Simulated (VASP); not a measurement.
A run of VASP 6.6.1:

The input POSCAR:

```
ScAl2
1.0
    0.0000000000      3.7776526849      3.7776526849
    3.7776526849      0.0000000000      3.7776526849
    3.7776526849      3.7776526849      0.0000000000
Sc Al
2 4
Direct
    0.5000000000      0.5000000000      0.5000000000
    0.7500000000      0.7500000000      0.7500000000
    0.1250000000      0.1250000000      0.1250000000
    0.6250000000      0.1250000000      0.1250000000
    0.1250000000      0.6250000000      0.1250000000
    0.1250000000      0.1250000000      0.6250000000
```

Contents of INCAR.step1:

```
PREC = Accurate ; ENCUT = 600
ISMEAR = 0 ; SIGMA = 0.1
LREAL = False ; LASPH = True
NELM = 100 ; GGA = PE
ALGO = Normal ; EDIFF = 1E-4
LWAVE = True ; LCHARG = False
```

Contents of INCAR.step2:

```
PREC = Accurate ; ENCUT = 600
EDIFF = 1E-6 ; ISMEAR = 0
SIGMA = 0.1 ; LREAL = False
LASPH = True ; NELM = 100
ALGO = Normal ; ISIF = 3
LWAVE = False ; LCHARG = False
METAGGA = R2SCAN ; LMIXTAU = True
IBRION = 2 ; NSW = 80
EDIFFG = -0.01 ; ISTART = 1
```

KPOINTS

```
Automatic mesh
0
Gamma
  4 4 4
```

Potentials or basis: VASP PAW PBE potentials, release 64 (Sc_sv, Al).

Launch:

```console
$ cat potpaw_PBE.64/Sc_sv/POTCAR potpaw_PBE.64/Al/POTCAR > POTCAR
$ cp INCAR.step1 INCAR
$ mpirun -np 1 vasp_std > vasp.out
$ cp INCAR.step2 INCAR
$ mpirun -np 1 vasp_std > vasp.out
```

Hardware: 1 thread of Intel(R) Xeon(R) 6975P-C (Granite Rapids), on a shared host.

Estimate the wall time of this run.

Wall time 2.7 min on 1 thread of Intel(R) Xeon(R) 6975P-C (Granite Rapids), with other jobs on the host, peak memory 0.35 GiB. Counts: k points 8, ion steps 3.
